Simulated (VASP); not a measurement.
Set up this calculation in VASP 6.6.1, as the native input.

```yaml
Task: single point
Functional: LDA
Potentials_or_basis: VASP PAW LDA potentials, release 64 (Cu, Al)
Cutoff: 520 eV
k_mesh: 9 × 9 × 9
Occupations: fermi-dirac, width 0.05 eV
Spin: no spin polarisation
Dipole_correction: no
Further_INCAR_settings: ALGO = Fast; EDIFF = 1e-06; NBANDS = 16
```

The structure of Al2Cu lies in POSCAR:

```
Al2Cu
1.0
   -2.0570555311      2.0570555311      2.8886126973
    2.0570555311     -2.0570555311      2.8886126973
    2.0570555311      2.0570555311     -2.8886126973
Cu Al
1 2
Direct
    0.5000000000      0.5000000000      0.0000000000
    0.2500000000      0.7500000000      0.5000000000
    0.7500000000      0.2500000000      0.5000000000
```

These files were run (other wordings do the same):

INCAR

```
PREC = Accurate ; ENCUT = 520
EDIFF = 1E-6 ; ISMEAR = -1
SIGMA = 0.05 ; LREAL = F
LASPH = T ; NELM = 80
ALGO = Fast ; ISIF = 2
LWAVE = F ; LCHARG = F
GGA = CA ; NBANDS = 16
```

KPOINTS

```
regular mesh
0
Gamma
  9 9 9
```

Potentials or basis: VASP PAW LDA potentials, release 64 (Cu, Al).

Command:

```console
$ cat potpaw_LDA.64/Cu/POTCAR potpaw_LDA.64/Al/POTCAR > POTCAR
$ mpirun -np 1 vasp_std > vasp.out
```

It gave:

* Pressure: -6.3 GPa

Run time: 44 s on 1 thread of Intel(R) Xeon(R) 6975P-C (Granite Rapids), on a shared host, peak memory 0.18 GiB.
